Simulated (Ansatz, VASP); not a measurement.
# Ti2TeAs4: VASP beside Ansatz

```
CELL_PARAMETERS angstrom
3.65627 0.00312 -0.00141
-0.07147 3.74677 -0.00459
-1.20291 -0.44339 9.94351
ATOMIC_POSITIONS crystal
Ti 0.32058 0.78452 0.20144
Ti 0.67942 0.21548 0.79856
Te 0.50000 0.00000 0.50000
As 0.24999 0.25070 0.00151
As 0.75001 0.74930 0.99849
As 0.14393 0.71401 0.70880
As 0.85607 0.28599 0.29120
```

Change from the starting cell: the structure that the rattled cell fell into.

Alike in both runs: functional PBE; k mesh 8 × 8 × 4; occupations gaussian, width 0.1 eV; no spin polarisation.

Ansatz relaxed the structure, and its values are those at the end. VASP's run is a single point on that final structure, the one shown.

|  | VASP | Ansatz |
| --- | --- | --- |
| version | VASP 6.6.1 | Ansatz 0.2.0 |
| potentials or method | VASP PAW PBE potentials, release 64 (Ti_sv, Te, As), cutoff 520 eV | scalar-relativistic, plane waves, PAW |
| valence electrons in the cell | 50 | 100 |

VASP gave:

| Item | Value |
| --- | --- |
| gap on the k mesh at the Fermi level (eV) | none |
| pressure (GPa) | 0.2 |
| rms of the force components (eV/Å) | 0.005 |

What did Ansatz give for the same quantities?

gap on the k mesh at the Fermi level (eV): none; pressure (GPa): 0.0; rms of the force components (eV/Å): 0.003.

A gap of «none» marks a metal or a gap that the smearing closes. With one functional, cell and mesh, what is left measures potentials, basis and numerics. VASP's potentials hold 50 valence electrons a cell and Ansatz's 100, so a difference there can come from the potentials and not from the codes.

Neither program's run includes spin-orbit coupling.
